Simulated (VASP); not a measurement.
Wanted: the native input for a VASP 6.6.1 run.

* Task: single point
* Functional: PBE
* Potentials or basis: VASP PAW PBE potentials, release 64 (Bi_d, O)
* Cutoff: 520 eV
* k mesh: 15 × 15 × 15
* Occupations: fermi-dirac, width 0.0612256 eV
* Spin: no spin polarisation
* Dipole correction: no
* Further INCAR settings: ALGO = Normal; EDIFF = 1e-07; NBANDS = 25

The structure of Bi2O (antifluorite type) lies in POSCAR:

```
Bi2O
1.0
    0.0000000000      3.2595964395      3.2595964395
    3.2595964395      0.0000000000      3.2595964395
    3.2595964395      3.2595964395      0.0000000000
Bi O
2 1
Direct
    0.2500000000      0.2500000000      0.2500000000
    0.7500000000      0.7500000000      0.7500000000
    0.0000000000      0.0000000000      0.0000000000
```

These files were run (other wordings do the same):

INCAR

```
SYSTEM = Bi2O
PREC     = Accurate       ! precision mode
ENCUT    = 520            ! plane-wave cutoff, eV
EDIFF    = 1E-7           ! SCF threshold, eV
ISMEAR   = -1             ! smearing method
SIGMA    = 0.06122561905347299 ! smearing width, eV
LREAL    = .FALSE.        ! projectors in reciprocal space
LASPH    = .TRUE.         ! aspherical terms in the spheres
NELM     = 60             ! most SCF steps
ALGO     = Normal         ! electronic algorithm
ISIF     = 2              ! what is computed and relaxed
LWAVE    = .FALSE.        ! write WAVECAR
LCHARG   = .TRUE.         ! write CHGCAR
GGA      = PE             ! functional
LELF     = .TRUE.         ! ELF
LVHAR    = .TRUE.       
NBANDS   = 25             ! bands
```

KPOINTS

```
Automatic mesh
0
G
  15 15 15
  0 0 0
```

Potentials or basis: VASP PAW PBE potentials, release 64 (Bi_d, O).

Command:

```bash
$ cat potpaw_PBE.64/Bi_d/POTCAR potpaw_PBE.64/O/POTCAR > POTCAR
$ mpirun -np 1 vasp_std > vasp.out
```

It gave:

* Pressure: -0.2 GPa
* Band gap on the k mesh: zero (bands 18 and 19 overlap by 1.87 eV)

Caveat: spin-orbit coupling is left out, which moves the levels of the heavy elements.

It took 2.4 min on 1 thread of Intel(R) Xeon(R) Platinum 8488C (Sapphire Rapids), with other jobs on the host, peak memory 0.32 GiB.
